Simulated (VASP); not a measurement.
GaP: single point with PBE

Crystal: GaP.

```xyz
2
Lattice="0.0000 2.7513 2.6787 2.6787 0.0000 2.6787 2.6787 2.7513 0.0000" Properties=species:S:1:pos:R:3 pbc="T T T"
Ga    0.0000    0.0000    0.0000
P     4.0181    4.1270    4.0181
```

This cell differs from its parent crystal: volume 19.742 Å^3 an atom, c/a of the conventional cell 1.0271.

* Program: VASP 6.6.1
* Task: single point
* Functional: PBE
* Potentials or basis: VASP PAW PBE potentials, release 64 (Ga_d, P)
* Cutoff: 520 eV
* k mesh: 10 × 10 × 10
* Occupations: gaussian, width 0.05 eV
* Spin: no spin polarisation

```
Pressure               : 4.7 GPa
Band gap on the k mesh : 1.43 eV, indirect (least direct gap 1.98 eV)
```

Stress tensor (GPa, compression positive):
```
5.39 0.00 0.00
0.00 3.32 0.00
0.00 0.00 5.39
```

Levels at points of the mesh, in eV from the valence-band top:
```
           k point  band 6  band 7  band 8  band 9  band 10  band 11  band 12  band 13
(0.00, 0.00, 0.00)  -12.73   -0.16    0.00    0.00     1.98     3.82     3.82     3.87
(0.50, 0.00, 0.00)  -10.58   -6.83   -1.32   -1.09     1.68     4.58     4.77     8.29
(0.50, 0.50, 0.00)   -9.61   -6.86   -2.89   -2.87     1.49     1.66    10.66    10.69
(0.50, 0.00, 0.50)   -9.74   -7.04   -2.69   -2.69     1.68     1.92    10.74    10.74
```

Run time: 49 s on 1 thread of Intel Xeon 6975P-C, on a shared host, peak memory 0.21 GiB.

 A k mesh can miss the band edges.
